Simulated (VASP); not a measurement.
# Bi in VASP: notebook, part 2 of 2

VASP 6.6.1. Earlier steps stand in the parts before.

## Step 4: Single point, PBEsol (strained)

The input, INCAR:

```
  ALGO = Normal
  EDIFF = 1E-6
  ENCUT = 520
  GGA = PS
  ISIF = 2
  ISMEAR = 0
  LASPH = True
  LCHARG = True
  LELF = True
  LREAL = False
  LVHAR = True
  LWAVE = False
  NBANDS = 14
  NELM = 100
  PREC = Accurate
  SIGMA = 0.1
```

The input, KPOINTS:

```
k-points
0
Gamma
  15 15 15
```

The input, POSCAR:

```
Bi
1.0
   -1.9720187368      1.9323901261      1.9720187368
    1.9323901261     -1.9720187368      1.9720187368
    2.0116473474      2.0116473474     -2.0116473474
Bi
1
Direct
    0.0000000000      0.0000000000      0.0000000000
```

Potentials or basis: VASP PAW PBE potentials, release 64 (Bi_d).

Run with:

```console
$ cat potpaw_PBE.64/Bi_d/POTCAR > POTCAR
$ mpirun -np 1 vasp_std > vasp.out
```

OUTCAR:

```text
EDIFF = 1E-6
   ENCUT = 520
   GGA = PS
   ISIF = 2
   ISMEAR = 0
   LASPH = True
   LREAL = False
   NELM = 100
   PREC = Accurate

 ion  position               nearest neighbor table
   1  0.000  0.000  0.000-

  LATTYP: Found a trigonal (rhomboedric) cell.
 ALAT       =     3.3929113451
 COS(alpha) =    -0.3242365056

  Lattice vectors:

 A1 = (   1.9720187368,  -1.9323901261,  -1.9720187368)
 A2 = (  -1.9323901261,   1.9720187368,  -1.9720187368)
 A3 = (   1.9720187367,   1.9720187367,   1.9323901262)

Analysis of symmetry for initial positions (statically):
=====================================================================
 Subroutine PRICEL returns:
 Original cell was already a primitive cell.

 Routine SETGRP: Setting up the symmetry group for a
 trigonal (rhombohedral) supercell.

 Subroutine GETGRP returns: Found 12 space group operations
 (whereof 12 operations were pure point group operations)
 out of a pool of 12 trial point group operations.

The static configuration has the point symmetry D_3d.

Analysis of symmetry for dynamics (positions and initial velocities):
=====================================================================
 Subroutine PRICEL returns:
 Original cell was already a primitive cell.

 Routine SETGRP: Setting up the symmetry group for a
 trigonal (rhombohedral) supercell.

 Subroutine GETGRP returns: Found 12 space group operations
 (whereof 12 operations were pure point group operations)
 out of a pool of 12 trial point group operations.

The dynamic configuration has the point symmetry D_3d.

 Subroutine INISYM returns: Found 12 space group operations
 (whereof 12 operations are pure point group operations),
 and found     1 'primitive' translations

----------------------------------------------------------------------------------------

                                     Primitive cell

  volume of cell :      30.6664

  direct lattice vectors                    reciprocal lattice vectors
    -1.972018737  1.932390126  1.972018737     0.000000000  0.256120718  0.256120718
     1.932390126 -1.972018737  1.972018737     0.256120718  0.000000000  0.256120718
     2.011647347  2.011647347 -2.011647347     0.251075247  0.251075247  0.005045471

  length of vectors
     3.392911345  3.392911345  3.484275413     0.362209393  0.362209393  0.355109864

  position of ions in fractional coordinates (direct lattice)
     0.000000000  0.000000000  0.000000000

  ion indices of the primitive-cell ions
   primitive index   ion index
                 1           1

----------------------------------------------------------------------------------------

 KPOINTS: k-points

Automatic generation of k-mesh.
 Grid dimensions read from file:
 generate k-points for:   15   15   15

 Generating k-lattice:

  Cartesian coordinates                     Fractional coordinates (reciprocal lattice)
     0.000000000  0.017074715  0.017074715     0.066666667  0.000000000  0.000000000
     0.017074715  0.000000000  0.017074715     0.000000000  0.066666667  0.000000000
     0.016738350  0.016738350  0.000336365    -0.000000000 -0.000000000  0.066666667

  Length of vectors
     0.024147293  0.024147293  0.023673991

  Shift w.r.t. Gamma in fractional coordinates (k-lattice)
     0.000000000  0.000000000  0.000000000

 Subroutine IBZKPT returns following result:
 ===========================================

 Found    344 irreducible k-points:

 Following reciprocal coordinates:
            Coordinates               Weight
  0.000000  0.000000  0.000000      1.000000
  0.066667  0.000000  0.000000      6.000000
  0.133333  0.000000  0.000000      6.000000
  0.200000  0.000000  0.000000      6.000000
  0.266667  0.000000  0.000000      6.000000
  0.333333  0.000000  0.000000      6.000000
[... 16 lines left out ...]
  0.333333  0.200000  0.000000     12.000000
  0.400000  0.200000 -0.000000      6.000000
 [... further k-points ...]
   k-points           NKPTS =    344   k-points in BZ     NKDIM =    344   number of bands    NBANDS=     14
   number of dos      NEDOS =    301   number of ions     NIONS =      1
   total plane-waves  NPLWV =  21952
   dimension x,y,z NGX =    28 NGY =   28 NGZ =   28
   dimension x,y,z NGXF=    56 NGYF=   56 NGZF=   56
   ions per type =               1
   NGX,Y,Z   is equivalent  to a cutoff of  13.72, 13.72, 13.36 a.u.
   NGXF,Y,Z  is equivalent  to a cutoff of  27.44, 27.44, 26.72 a.u.
 SYSTEM =  unknown system
   PREC   = accura    normal or accurate (medium, high low for compatibility)
   ISTART =      0    job   : 0-new  1-cont  2-samecut
   ICHARG =      2    charge: 1-file 2-atom 10-const
   ISPIN  =      1    spin polarized calculation?
   LNONCOLLINEAR =      F non collinear calculations
   LSORBIT =      F    spin-orbit coupling
   LASPH  =      T    aspherical Exc in radial PAW
   ENCUT  =  520.0 eV  38.22 Ry    6.18 a.u.   6.31  6.31  6.48*2*pi/ulx,y,z
   NELM   =    100;   NELMIN=  2; NELMDL= -5     # of ELM steps
   EDIFF  = 0.1E-05   stopping-criterion for ELM
   LREAL  =      F    real-space projection
[... 7 lines left out ...]
   TEBEG  =    0.0;   TEEND  =   0.0 temperature during run
   PSTRESS=    0.0 pullay stress
   NELECT =      15.0000    total number of electrons
   NUPDOWN=      -1.0000    fix difference up-down
   EMIN   =  10.00;   EMAX   =-10.00  energy-range for DOS
   EFERMI =   0.00;   METHOD = LEGACY
   ISMEAR =     0;   SIGMA  =   0.10  broadening in eV -4-tet -1-fermi 0-gaus
   EFERMI_NEDOS =   21; number of points for ismear=-14 and -15
   IALGO  =     38    algorithm
   IMIX   =      4    mixing-type and parameters
     AMIX     =   0.40;   BMIX     =  1.00
     AMIX_MAG =   1.60;   BMIX_MAG =  1.00
  volume/ion in A,a.u.               =      30.67       206.95
  Fermi-wavevector in a.u.,A,eV,Ry     =   1.289885  2.437530 22.637430  1.663804
  Thomas-Fermi vector in A             =   2.421751
   LORBIT       =      0    0 simple, 1 ext, 2 COOP (PROOUT), +10 PAW based schemes
   GGA     = PS    functional components
   LHFCALC =     F    Hartree Fock is set to
   AEXX    =    0.0000 exact exchange contribution
   IVDW    =     0    specifies the selected vdW correction
   LEPSILON=     F    determine dielectric tensor
   LRPA    =     F    only Hartree local field effects (RPA)
 non-spin polarized calculation
 Gauss-broadening in eV      SIGMA  =   0.10
  energy-cutoff  :      520.00
  volume of cell :       30.67
 maximum number of plane-waves:       842
 NGX is ok and might be reduce to    28
   NGX = 13   NGY = 13   NGZ = 13

 number of electron      14.9999999 magnetization

 Free energy of the ion-electron system (eV)
  ---------------------------------------------------
  ext. energy  EPLUGINS =         0.00000000
  ---------------------------------------------------
  free energy    TOTEN  =        -4.21420451 eV

  energy without entropy =       -4.21103438  energy(sigma->0) =       -4.21261945

 E-fermi :   7.9589     XC(G=0): -10.5095

 val. band max:        7.9484319221   @ k =   0.1333   0.0000   0.1333
 cond. band min:       7.9628964291   @ k =  -0.1333  -0.0000   0.2667
 fundamental gap:      0.0144645071
 Fermi energy:         7.9588667182

 k-point     1 :       0.0000    0.0000    0.0000
  band No.  band energies     occupation
      1     -15.0473      2.00000
      2     -15.0473      2.00000
      3     -15.0150      2.00000
      4     -14.8984      2.00000
      5     -14.8984      2.00000
      6      -5.7096      2.00000
      7      12.8482      0.00000
      8      13.2814      0.00000
      9      13.2814      0.00000
     10      17.1565      0.00000
     11      18.3414      0.00000
     12      18.3414      0.00000
     13      18.6218      0.00000
     14      19.5520      0.00000
[... 375 lines left out ...]
 k-point    24 :       0.4000    0.2000   -0.0000
  band No.  band energies     occupation
      1     -15.0368      2.00000
      2     -14.9833      2.00000
      3     -14.9251      2.00000
      4     -14.9083      2.00000
      5     -14.8393      2.00000
      6      -2.1611      2.00000
      7       3.4721      2.00000
      8       6.7676      2.00000
      9      10.0759      0.00000
     10      15.3581      0.00000
     11      18.5120      0.00000
     12      19.6536      0.00000
     13      20.1199      0.00000
     14      26.0904      0.00000

 [... further k-points ...]

------------------------ aborting loop because EDIFF is reached ----------------------------------------

  FORCE on cell =-STRESS in cart. coord.  units (eV):
  Direction    XX          YY          ZZ          XY          YZ          ZX
  --------------------------------------------------------------------------------------
  -------------------------------------------------------------------------------------
  Total       -0.2555994     -0.2555994     -0.2555994     -0.0774404      0.0774404      0.0774404
  in kB      -13.3538982    -13.3538982    -13.3538982     -4.0459049      4.0459049      4.0459049
  external PRESSURE =     -13.3538982 kB  Pullay stress =       0.0000000 kB

 VOLUME and BASIS-vectors are now :
 -----------------------------------------------------------------------------
  energy-cutoff  :      520.00
  volume of cell :       30.67
      direct lattice vectors                 reciprocal lattice vectors
    -1.972018737  1.932390126  1.972018737     0.000000000  0.256120718  0.256120718
     1.932390126 -1.972018737  1.972018737     0.256120718  0.000000000  0.256120718
     2.011647347  2.011647347 -2.011647347     0.251075247  0.251075247  0.005045471

 POSITION                                       TOTAL-FORCE (eV/Angst)
 -----------------------------------------------------------------------------------
      0.00000      0.00000      0.00000         0.000000      0.000000      0.000000
 -----------------------------------------------------------------------------------
    total drift:                                0.000000      0.000000      0.000000

  FREE ENERGIE OF THE ION-ELECTRON SYSTEM (eV)
  ---------------------------------------------------
  free  energy   TOTEN  =        -4.2142045114 eV

  energy  without entropy=       -4.2110343817  energy(sigma->0) =       -4.21261945
```

OSZICAR:

```text
N       E                     dE             d eps       ncg     rms          rms(c)
DAV:   1     0.113842929067E+03    0.11384E+03   -0.76836E+03  9730   0.124E+03
DAV:   2     0.236393920457E+01   -0.11148E+03   -0.10798E+03 10430   0.340E+02
DAV:   3    -0.406891466762E+01   -0.64329E+01   -0.64069E+01 12308   0.790E+01
DAV:   4    -0.421683160412E+01   -0.14792E+00   -0.14789E+00 12104   0.127E+01
DAV:   5    -0.422310827038E+01   -0.62767E-02   -0.62765E-02 13816   0.239E+00    0.484E-01
DAV:   6    -0.421599483587E+01    0.71134E-02   -0.99874E-03 13020   0.142E+00    0.275E-01
DAV:   7    -0.421423596316E+01    0.17589E-02   -0.57045E-03 12746   0.104E+00    0.846E-02
DAV:   8    -0.421420519745E+01    0.30766E-04   -0.49486E-04 12568   0.333E-01    0.925E-03
DAV:   9    -0.421420457412E+01    0.62333E-06   -0.12265E-05 14056   0.471E-02    0.405E-03
DAV:  10    -0.421420451139E+01    0.62728E-07   -0.82853E-07  9102   0.115E-02
   1 F= -.42142045E+01 E0= -.42126194E+01  d E =-.317013E-02
```

Run time: 70 s. Hardware: 1 thread of AMD EPYC 9R14 (Zen 4), shared host; peak memory 0.23 GiB.

Results:

* Free energy: -4.2142 eV
* Pressure: -1.3 GPa
* Band gap on the k mesh: zero (an odd number of electrons rules out a gap without spin polarisation)

Stress tensor (GPa, compression positive):
```
-1.34 -0.40  0.40
-0.40 -1.34  0.40
 0.40  0.40 -1.34
```

Levels at points of the mesh, in eV from the Fermi level:
| k point | band 6 | band 7 | band 8 | band 9 | band 10 | band 11 |
| --- | --- | --- | --- | --- | --- | --- |
| (0.00, 0.00, 0.00) | -13.67 | 4.89 | 5.32 | 5.32 | 9.20 | 10.38 |

Caveat: the cell differs from its parent crystal (strained); the PAW data sets were made with another functional, which shifts forces and pressure a little; spin-orbit coupling is left out, which moves the levels of the heavy elements.

## Step 5: Single point, PBEsol (the cell strained at random)

The input, INCAR:

```
ALGO = Normal
EDIFF = 1E-6
ENCUT = 520
GGA = PS
ISIF = 2
ISMEAR = 0
LASPH = True
LCHARG = False
LREAL = False
LWAVE = False
NBANDS = 14
NELM = 80
PREC = Accurate
SIGMA = 0.1
```

The input, KPOINTS:

```
k-points
0
Gamma
  14 14 14
```

The input, POSCAR:

```
Bi
1.0
   -1.9277733930      1.9269610065      1.9462799542
    1.9264260202     -1.9163801674      1.9343517424
    1.9299133380      1.9185201124     -1.9356991151
Bi
1
Direct
    0.0000000000      0.0000000000      0.0000000000
```

Run with:

```console
$ cat potpaw_PBE.64/Bi_d/POTCAR > POTCAR
$ mpirun -np 1 vasp_std > vasp.out
```

It took 4.4 min on 1 thread of AMD EPYC 9R14 (Zen 4), shared host; peak memory 0.53 GiB.

It converged, with:

* Free energy: -4.2069 eV
* Pressure: 2.5 GPa
* Band gap on the k mesh: zero (an odd number of electrons rules out a gap without spin polarisation)

Stress tensor (GPa, compression positive):
```
 2.53 -0.03  0.02
-0.03  2.46 -0.16
 0.02 -0.16  2.59
```

Levels at points of the mesh, in eV from the Fermi level:
```csv
k point,band 5,band 6,band 7,band 8,band 9,band 10,band 11,band 12
"(0.00, 0.00, 0.00)",-22.79,-14.05,5.71,5.77,5.82,10.22,10.48,10.56
"(0.50, 0.00, 0.00)",-22.69,-10.57,-5.51,1.84,3.76,6.36,7.88,12.94
"(0.00, 0.50, 0.00)",-22.69,-10.55,-5.51,1.83,3.79,6.36,7.90,12.81
"(0.50, 0.50, 0.00)",-22.69,-10.50,-5.48,1.72,3.64,6.24,7.76,13.04
"(0.00, 0.00, 0.50)",-22.69,-10.52,-5.49,1.74,3.65,6.25,7.77,13.07
"(0.50, 0.00, 0.50)",-22.69,-10.55,-5.51,1.83,3.79,6.37,7.91,12.82
"(0.00, 0.50, 0.50)",-22.69,-10.50,-5.49,1.76,3.72,6.29,7.84,12.82
"(0.50, 0.50, 0.50)",-22.71,-8.06,-2.02,-1.91,-1.85,3.47,3.54,15.66
```

Caveat: the cell differs from its parent crystal (the cell strained at random); the PAW data sets were made with another functional, which shifts forces and pressure a little; spin-orbit coupling is left out, which moves the levels of the heavy elements.

## Step 6: Summary

```tsv
cell	k mesh	gap on the mesh (eV)	pressure (GPa)
a = 3.375 Å, angles 109.5°, 1 atom	16 × 16 × 16	none	0.7
a = 3.295 Å, angles 109.1, 109.1, 110.3°, 1 atom	14 × 14 × 14	none	6.0
a = 3.393, b = 3.393, c = 3.484 Å, angles 110.0, 110.0, 108.9°, 1 atom	15 × 15 × 15	none	-1.3
a = 3.349, b = 3.335, c = 3.339 Å, angles 109.4, 109.8, 109.0°, 1 atom	14 × 14 × 14	none	2.5
```

Alike in all rows: task single point; level PBEsol; potentials or basis VASP PAW PBE potentials, release 64 (Bi_d); no spin polarisation; cutoff (eV) 520; smearing gaussian 0.1 eV.

Caveats: the PAW data sets were made with another functional, which shifts forces and pressure a little; spin-orbit coupling is left out, which moves the levels of the heavy elements; the cell stands under pressure (at least some runs).

Absolute energies hang on the potentials; compare differences alone.
